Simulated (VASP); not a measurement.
# ScAl (Pm-3m) in VASP: single point with PBEsol

Aim: the single point of ScAl with PBEsol.

Everything below comes from runs of VASP 6.6.1. Logs are shortened: lines on timing, memory, paths and dates and some standing lists are left out, and cuts for length are marked.

### Step 1. The cell of the first run

The structure is cubic, space group Pm-3m (No. 221). The conventional cell has a = 3.320 Å, b = 3.320 Å, c = 3.320 Å, α = 90.00°, β = 90.00°, γ = 90.00°. Within 3.8 Å of Sc (site symmetry m-3m) lie 8 Al at 2.88 Å and 6 Sc at 3.32 Å. Within 3.8 Å of Al (site symmetry m-3m) lie 8 Sc at 2.88 Å and 6 Al at 3.32 Å.

### Step 2. Single point, PBEsol (strain -0.015 along x and y, -0.015 along z)

Contents of INCAR:

```
ALGO = Normal
EDIFF = 1E-7
ENCUT = 520
GGA = PS
ISIF = 2
ISMEAR = 0
LASPH = True
LCHARG = True
LELF = True
LREAL = False
LVHAR = True
LWAVE = False
NBANDS = 14
NELM = 80
PREC = Accurate
SIGMA = 0.15
```

Contents of KPOINTS:

```
k-points
0
Gamma
  14 14 14
```

Contents of POSCAR:

```
ScAl
1.0
    3.3197937355      0.0000000000      0.0000000000
    0.0000000000      3.3197937355      0.0000000000
    0.0000000000      0.0000000000      3.3197937355
Sc Al
1 1
Direct
    0.5000000000      0.5000000000      0.5000000000
    0.0000000000      0.0000000000      0.0000000000
```

Potentials or basis: VASP PAW PBE potentials, release 64 (Sc_sv, Al).

Started as:

```bash
$ cat potpaw_PBE.64/Sc_sv/POTCAR potpaw_PBE.64/Al/POTCAR > POTCAR
$ mpirun -np 1 vasp_std > vasp.out
```

OUTCAR:

```text
EDIFF = 1E-7
   ENCUT = 520
   GGA = PS
   ISIF = 2
   ISMEAR = 0
   LASPH = True
   LREAL = False
   NELM = 80
   PREC = Accurate

 ion  position               nearest neighbor table
   1  0.500  0.500  0.500-   2 2.88   2 2.88   2 2.88   2 2.88   2 2.88   2 2.88   2 2.88   2 2.88

   2  0.000  0.000  0.000-   1 2.88   1 2.88   1 2.88   1 2.88   1 2.88   1 2.88   1 2.88   1 2.88

  LATTYP: Found a simple cubic cell.
 ALAT       =     3.3197937355

  Lattice vectors:

 A1 = (   3.3197937355,   0.0000000000,   0.0000000000)
 A2 = (   0.0000000000,   3.3197937355,   0.0000000000)
 A3 = (   0.0000000000,   0.0000000000,   3.3197937355)

Analysis of symmetry for initial positions (statically):
=====================================================================
 Subroutine PRICEL returns:
 Original cell was already a primitive cell.

 Routine SETGRP: Setting up the symmetry group for a
 simple cubic supercell.

 Subroutine GETGRP returns: Found 48 space group operations
 (whereof 48 operations were pure point group operations)
 out of a pool of 48 trial point group operations.

The static configuration has the point symmetry O_h .

Analysis of symmetry for dynamics (positions and initial velocities):
=====================================================================
 Subroutine PRICEL returns:
 Original cell was already a primitive cell.

 Routine SETGRP: Setting up the symmetry group for a
 simple cubic supercell.

 Subroutine GETGRP returns: Found 48 space group operations
 (whereof 48 operations were pure point group operations)
 out of a pool of 48 trial point group operations.

The dynamic configuration has the point symmetry O_h .

 Subroutine INISYM returns: Found 48 space group operations
 (whereof 48 operations are pure point group operations),
 and found     1 'primitive' translations

----------------------------------------------------------------------------------------

                                     Primitive cell

  volume of cell :      36.5875

  direct lattice vectors                    reciprocal lattice vectors
     3.319793735  0.000000000  0.000000000     0.301223534  0.000000000  0.000000000
     0.000000000  3.319793735  0.000000000     0.000000000  0.301223534  0.000000000
     0.000000000  0.000000000  3.319793735     0.000000000  0.000000000  0.301223534

  length of vectors
     3.319793735  3.319793735  3.319793735     0.301223534  0.301223534  0.301223534

  position of ions in fractional coordinates (direct lattice)
     0.500000000  0.500000000  0.500000000
     0.000000000  0.000000000  0.000000000

  ion indices of the primitive-cell ions
   primitive index   ion index
                 1           1
                 2           2

----------------------------------------------------------------------------------------

 KPOINTS: k-points

Automatic generation of k-mesh.
 Grid dimensions read from file:
 generate k-points for:   14   14   14

 Generating k-lattice:

  Cartesian coordinates                     Fractional coordinates (reciprocal lattice)
     0.021515967  0.000000000  0.000000000     0.071428571  0.000000000  0.000000000
     0.000000000  0.021515967  0.000000000     0.000000000  0.071428571  0.000000000
     0.000000000  0.000000000  0.021515967     0.000000000  0.000000000  0.071428571

  Length of vectors
     0.021515967  0.021515967  0.021515967

  Shift w.r.t. Gamma in fractional coordinates (k-lattice)
     0.000000000  0.000000000  0.000000000

 Subroutine IBZKPT returns following result:
 ===========================================

 Found    120 irreducible k-points:

 Following reciprocal coordinates:
            Coordinates               Weight
  0.000000  0.000000  0.000000      1.000000
  0.071429  0.000000  0.000000      6.000000
  0.142857  0.000000  0.000000      6.000000
  0.214286  0.000000  0.000000      6.000000
  0.285714  0.000000  0.000000      6.000000
  0.357143  0.000000  0.000000      6.000000
[... 16 lines left out ...]
  0.285714  0.214286  0.000000     24.000000
  0.357143  0.214286  0.000000     24.000000
 [... further k-points ...]
   k-points           NKPTS =    120   k-points in BZ     NKDIM =    120   number of bands    NBANDS=     14
   number of dos      NEDOS =    301   number of ions     NIONS =      2
   total plane-waves  NPLWV =  21952
   dimension x,y,z NGX =    28 NGY =   28 NGZ =   28
   dimension x,y,z NGXF=    56 NGYF=   56 NGZF=   56
   ions per type =               1   1
   NGX,Y,Z   is equivalent  to a cutoff of  14.02, 14.02, 14.02 a.u.
   NGXF,Y,Z  is equivalent  to a cutoff of  28.04, 28.04, 28.04 a.u.
 SYSTEM =  unknown system
   PREC   = accura    normal or accurate (medium, high low for compatibility)
   ISTART =      0    job   : 0-new  1-cont  2-samecut
   ICHARG =      2    charge: 1-file 2-atom 10-const
   ISPIN  =      1    spin polarized calculation?
   LNONCOLLINEAR =      F non collinear calculations
   LSORBIT =      F    spin-orbit coupling
   LASPH  =      T    aspherical Exc in radial PAW
   ENCUT  =  520.0 eV  38.22 Ry    6.18 a.u.   6.17  6.17  6.17*2*pi/ulx,y,z
   NELM   =     80;   NELMIN=  2; NELMDL= -5     # of ELM steps
   EDIFF  = 0.1E-06   stopping-criterion for ELM
   LREAL  =      F    real-space projection
   EDIFFG = 0.1E-05   stopping-criterion for IOM
   NSW    =      0    number of steps for IOM
   IBRION =     -1    ionic relax: 0-MD 1-quasi-New 2-CG
   NFREE  =      0    steps in history (QN), initial steepest desc. (CG)
   ISIF   =      2    stress and relaxation
   ISYM   =      2    0-nonsym 1-usesym 2-fastsym
   POTIM  = 0.5000    time-step for ionic-motion
   TEBEG  =    0.0;   TEEND  =   0.0 temperature during run
   PSTRESS=    0.0 pullay stress
   NELECT =      14.0000    total number of electrons
   NUPDOWN=      -1.0000    fix difference up-down
   EMIN   =  10.00;   EMAX   =-10.00  energy-range for DOS
   EFERMI =   0.00;   METHOD = LEGACY
   ISMEAR =     0;   SIGMA  =   0.15  broadening in eV -4-tet -1-fermi 0-gaus
   EFERMI_NEDOS =   21; number of points for ismear=-14 and -15
   IALGO  =     38    algorithm
   IMIX   =      4    mixing-type and parameters
     AMIX     =   0.40;   BMIX     =  1.00
     AMIX_MAG =   1.60;   BMIX_MAG =  1.00
  volume/ion in A,a.u.               =      18.29       123.45
  Fermi-wavevector in a.u.,A,eV,Ry     =   1.188520  2.245977 19.219307  1.412579
  Thomas-Fermi vector in A             =   2.324647
   LORBIT       =      0    0 simple, 1 ext, 2 COOP (PROOUT), +10 PAW based schemes
   GGA     = PS    functional components
   LHFCALC =     F    Hartree Fock is set to
   AEXX    =    0.0000 exact exchange contribution
   IVDW    =     0    specifies the selected vdW correction
   LEPSILON=     F    determine dielectric tensor
   LRPA    =     F    only Hartree local field effects (RPA)
 non-spin polarized calculation
 Gauss-broadening in eV      SIGMA  =   0.15
  energy-cutoff  :      520.00
  volume of cell :       36.59
 maximum number of plane-waves:      1021
 NGX is ok and might be reduce to    28
   NGX = 13   NGY = 13   NGZ = 13

 number of electron      14.0000002 magnetization

 Free energy of the ion-electron system (eV)
  ---------------------------------------------------
  ext. energy  EPLUGINS =         0.00000000
  ---------------------------------------------------
  free energy    TOTEN  =       -11.62178624 eV

  energy without entropy =      -11.61335271  energy(sigma->0) =      -11.61756948

 E-fermi :   6.3378     XC(G=0): -10.5921

 val. band max:        6.3072047398   @ k =   0.3571   0.0714   0.0000
 cond. band min:       6.3436781942   @ k =   0.3571   0.0000   0.0000
 fundamental gap:      0.0364734545
 Fermi energy:         6.3377952401

 k-point     1 :       0.0000    0.0000    0.0000
  band No.  band energies     occupation
      1     -42.7631      2.00000
      2     -21.4387      2.00000
      3     -21.4387      2.00000
      4     -21.4387      2.00000
      5      -2.3051      2.00000
      6       5.5778      2.00000
      7       5.5778      2.00000
      8       9.1767      0.00000
      9       9.1767      0.00000
     10       9.1767      0.00000
     11      10.2638      0.00000
     12      10.2638      0.00000
     13      10.2638      0.00000
     14      15.2115      0.00000

 k-point     2 :       0.0714    0.0000    0.0000
  band No.  band energies     occupation
      1     -42.7622      2.00000
      2     -21.4496      2.00000
      3     -21.4377      2.00000
      4     -21.4377      2.00000
      5      -2.2288      2.00000
      6       5.5100      2.00000
      7       5.6172      2.00000
      8       8.9098      0.00000
      9       8.9098      0.00000
     10       9.1886      0.00000
     11      10.0440      0.00000
     12      10.5797      0.00000
     13      10.5797      0.00000
     14      15.0676      0.00000

 k-point     3 :       0.1429    0.0000    0.0000
  band No.  band energies     occupation
      1     -42.7596      2.00000
      2     -21.4800      2.00000
      3     -21.4350      2.00000
      4     -21.4350      2.00000
      5      -2.0022      2.00000
      6       5.2549      2.00000
      7       5.7313      2.00000
      8       8.4500      0.00000
      9       8.4500      0.00000
     10       9.2219      0.00000
     11       9.6559      0.00000
     12      11.1900      0.00000
     13      11.1900      0.00000
     14      14.6703      0.00000
[... 324 lines left out ...]
 k-point    23 :       0.2857    0.2143    0.0000
  band No.  band energies     occupation
      1     -42.7448      2.00000
      2     -21.5609      2.00000
      3     -21.5080      2.00000
      4     -21.4193      2.00000
      5      -0.5542      2.00000
      6       4.3559      2.00000
      7       5.3491      2.00000
      8       7.1469      0.00000
      9       7.7993      0.00000
     10       8.5992      0.00000
     11      10.0360      0.00000
     12      11.1778      0.00000
     13      13.5586      0.00000
     14      14.0184      0.00000

 k-point    24 :       0.3571    0.2143    0.0000
  band No.  band energies     occupation
      1     -42.7411      2.00000
      2     -21.6026      2.00000
      3     -21.5031      2.00000
      4     -21.4154      2.00000
      5      -0.0062      2.00000
      6       3.5273      2.00000
      7       5.6245      2.00000
      8       6.9978      0.00000
      9       7.5966      0.00000
     10       8.6426      0.00000
     11      10.0934      0.00000
     12      11.6104      0.00000
     13      13.6181      0.00000
     14      14.0776      0.00000

 [... further k-points ...]
[... 5 lines left out ...]
  --------------------------------------------------------------------------------------
  -------------------------------------------------------------------------------------
  Total        0.4669982      0.4669982      0.4669982     -0.0000000     -0.0000000     -0.0000000
  in kB       20.4499606     20.4499606     20.4499606     -0.0000000     -0.0000000     -0.0000000
  external PRESSURE =      20.4499606 kB  Pullay stress =       0.0000000 kB

 VOLUME and BASIS-vectors are now :
 -----------------------------------------------------------------------------
  energy-cutoff  :      520.00
  volume of cell :       36.59
      direct lattice vectors                 reciprocal lattice vectors
     3.319793735  0.000000000  0.000000000     0.301223534  0.000000000  0.000000000
     0.000000000  3.319793735  0.000000000     0.000000000  0.301223534  0.000000000
     0.000000000  0.000000000  3.319793735     0.000000000  0.000000000  0.301223534

 POSITION                                       TOTAL-FORCE (eV/Angst)
 -----------------------------------------------------------------------------------
      1.65990      1.65990      1.65990         0.000000      0.000000      0.000000
      0.00000      0.00000      0.00000         0.000000      0.000000      0.000000
 -----------------------------------------------------------------------------------
    total drift:                                0.000000      0.000000      0.000000

  FREE ENERGIE OF THE ION-ELECTRON SYSTEM (eV)
  ---------------------------------------------------
  free  energy   TOTEN  =       -11.6217862397 eV

  energy  without entropy=      -11.6133527132  energy(sigma->0) =      -11.61756948
```

Wall time 40 s (1 thread of Intel Xeon Platinum 8488C (Sapphire Rapids), shared host); peak memory 0.2 GiB.

Results:

| Quantity | Value |
| --- | --- |
| Free energy | -11.6218 eV |
| Pressure | 2.0 GPa |
| Band gap on the k mesh | zero (band 7 reaches 6.63 eV, above the bottom of band 8 at 5.46 eV) |

Levels at points of the mesh, in eV from the Fermi level:
```csv
k point,band 5,band 6,band 7,band 8,band 9,band 10
"(0.00, 0.00, 0.00)",-8.64,-0.76,-0.76,2.84,2.84,2.84
"(0.50, 0.00, 0.00)",-5.72,-4.67,0.24,0.80,0.80,3.09
"(0.50, 0.50, 0.00)",-4.81,-1.86,-1.86,-0.88,1.57,1.57
"(0.50, 0.50, 0.50)",-2.67,-2.67,-2.67,-0.24,3.03,3.03
```

Caveat: the cell differs from its parent crystal (strain -0.015 along x and y, -0.015 along z); the PAW data sets were made with another functional, which shifts forces and pressure a little.
